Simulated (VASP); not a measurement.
Write the native input for VASP 6.6.1 that does the following.

```yaml
Task: single point
Functional: PBE
Potentials_or_basis: VASP PAW PBE potentials, release 64 (Si, W_sv)
Cutoff: 520 eV
k_mesh: 18 × 18 × 18
Occupations: gaussian, width 0.05 eV
Spin: no spin polarisation
Dipole_correction: no
Further_INCAR_settings: ALGO = Normal; EDIFF = 1e-06; NBANDS = 18
```

The structure of Si2W lies in POSCAR:

```
Si2W
1.0
   -1.6371331867      1.6371331867      3.9786267421
    1.6371331867     -1.6371331867      3.9786267421
    1.6371331867      1.6371331867     -3.9786267421
Si W
2 1
Direct
    0.3352388285      0.3352388285      0.0000000000
    0.6647611715      0.6647611715      0.0000000000
    0.0000000000      0.0000000000      0.0000000000
```

These files were run (other wordings do the same):

INCAR

```
  PREC = Accurate
  ENCUT = 520
  EDIFF = 1E-6
  ISMEAR = 0
  SIGMA = 0.05
  LREAL = F
  LASPH = T
  NELM = 100
  ALGO = Normal
  ISIF = 2
  LWAVE = F
  LCHARG = F
  GGA = PE
  NBANDS = 18
```

KPOINTS

```
regular mesh
0
Gamma
  18 18 18
```

Potentials or basis: VASP PAW PBE potentials, release 64 (Si, W_sv).

The run is started by

```bash
$ cat potpaw_PBE.64/Si/POTCAR potpaw_PBE.64/W_sv/POTCAR > POTCAR
$ mpirun -np 1 vasp_std > vasp.out
```

Results of the run:

The pressure is -7.8 GPa. The band gap on the k mesh is zero (bands 11 and 12 overlap by 1.15 eV).

Caveat: the cell stands under tension; spin-orbit coupling is left out, which moves the levels of the heavy elements.

Wall time 6.3 min on 1 thread of Intel(R) Xeon(R) Platinum 8375C CPU @ 2.90GHz (Ice Lake) (shared host), peak memory 0.48 GiB.
